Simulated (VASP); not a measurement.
Here is a VASP 6.6.1 calculation.

Contents of INCAR:

```
PREC = Accurate ; ENCUT = 520
EDIFF = 1E-6 ; ISMEAR = 0
SIGMA = 0.01 ; LREAL = Auto
LASPH = True ; NELM = 100
ALGO = Normal ; ISIF = 2
LWAVE = False ; LCHARG = True
GGA = PE ; LELF = True
LVHAR = True ; NELECT = 186.0
NBANDS = 123
```

File KPOINTS:

```
Automatic mesh
0
Gamma
  1 1 1
```

File POSCAR:

```
Si24C23
1.0
   -6.1838730361      0.0000000000     -5.0742922873
    3.0919365181      5.3553911431     -5.0742922873
    3.0919365181     -5.3553911431     -5.0742922873
Si C
24 23
Direct
    0.6738226756      0.3404893423      0.5071560090
    0.3335433081      0.0002099748      0.1668766414
    0.5021443047      0.1654923008      0.8347333152
    0.0013999819      0.1688109713      0.3321589675
    0.4988256342      0.6680666485      0.3354776380
    0.1661260189      0.3343530619      0.0002269379
    0.8338950933     -0.0015447035      0.6675162006
    0.6676863952      0.8335602712     -0.0005406478
    0.3317886298      0.5008495339      0.6672284266
    0.1668936046      0.8327926855      0.5010197286
    0.8341828672      0.5005617599      0.1651219632
    0.0007701202      0.6674367869      0.8341034535
    0.3266181789      0.1651577196      0.5047143877
   -0.0007570339      0.8327793850      0.1668020613
    0.1661127183      0.0001353946      0.8325762995
    0.6713810544     -0.0067151545      0.3318243863
    0.1657833116      0.5009884840      0.3322730045
    0.8343218173      0.1656063378     -0.0008833550
    0.4989396712      0.8324499783      0.6676551506
    0.3334687280      0.6659096328     -0.0005539483
   -0.0004859191      0.3324439827      0.6674973357
    0.8341640024      0.6661807475      0.4991106493
    0.4984910530      0.3380477211      0.1599515122
    0.6657773160      0.5008306691      0.8328474142
    0.2090336263      0.8757002930      0.0423669596
    0.3780635628      0.0429267444      0.7082668734
    0.8749335401      0.0447302295      0.2095934110
    0.3762600777      0.5416002067      0.2113968961
    0.0420648775      0.2077537914      0.8742088649
    0.7055622543      0.8760295786      0.5406188935
    0.5410871247      0.7075421982      0.8753982108
    0.2093629119      0.3739522268      0.5388955876
    0.0408755315      0.7087315441      0.3744204581
    0.7072855602      0.3722289209      0.0426962453
    0.8748193948      0.5414860615      0.7081527281
    0.5389083470      0.3727768852      0.7065353914
    0.2103381806      0.0422110056      0.3750658628
    0.3755443390      0.2083991961      0.0436715140
    0.8732020580      0.2055750137      0.5394435518
    0.3738656699      0.7077497301      0.5421647495
    0.0410830634      0.3754980828      0.2071990032
    0.7088314161      0.0405323365      0.8744163968
    0.5417325294      0.8770048473      0.2088776723
    0.2081407676      0.5413395025      0.8751346785
    0.0418013452      0.8748074343      0.7080061692
    0.7061102185      0.5398687247      0.3722416803
    0.8746728359      0.7084680118      0.0414741010
```

Potentials or basis: VASP PAW PBE potentials, release 64 (Si, C).

Launch:

```sh
$ cat potpaw_PBE.64/Si/POTCAR potpaw_PBE.64/C/POTCAR > POTCAR
$ mpirun -np 1 vasp_gam > vasp.out
```

Predict the largest force.

0.019 eV/Å.

Forces on the atoms (eV/Å):
```
Si   0.000  0.000 -0.012
Si   0.000  0.000  0.000
Si  -0.006 -0.002 -0.001
Si   0.001  0.006 -0.001
Si   0.004 -0.004 -0.001
Si   0.009  0.002 -0.003
Si  -0.004 -0.003  0.004
Si  -0.006  0.007 -0.003
Si   0.004 -0.002  0.004
Si  -0.003 -0.009 -0.003
Si   0.000  0.005  0.004
Si   0.000  0.000  0.002
Si   0.016 -0.007  0.007
Si   0.011 -0.010  0.008
Si   0.003  0.014  0.008
Si  -0.015 -0.011  0.007
Si   0.001  0.003  0.001
Si  -0.003 -0.001  0.001
Si   0.002 -0.002  0.001
Si  -0.014 -0.005  0.008
Si   0.000 -0.004  0.002
Si  -0.004  0.002  0.002
Si  -0.002  0.018  0.007
Si   0.003  0.002  0.002
C    0.000  0.000 -0.001
C   -0.006 -0.003 -0.009
C    0.001  0.006 -0.009
C    0.005 -0.004 -0.009
C    0.002 -0.002  0.000
C    0.001 -0.005 -0.003
C    0.001  0.003  0.000
C    0.004  0.004 -0.003
C   -0.003 -0.001  0.000
C   -0.005  0.002 -0.003
C    0.000  0.000 -0.011
C    0.006 -0.004 -0.003
C   -0.008  0.005  0.006
C    0.000 -0.009  0.006
C   -0.007 -0.003 -0.003
C   -0.002  0.002 -0.002
C   -0.001 -0.002 -0.002
C    0.002  0.001 -0.002
C    0.008  0.005  0.006
C    0.000  0.002 -0.001
C    0.002 -0.001 -0.001
C    0.001  0.008 -0.003
C   -0.002 -0.001 -0.001
```

Caveat: the k points lie up to 0.79 Å⁻¹ apart; the cell carries a net charge on a neutralising background, which shifts energy and pressure.
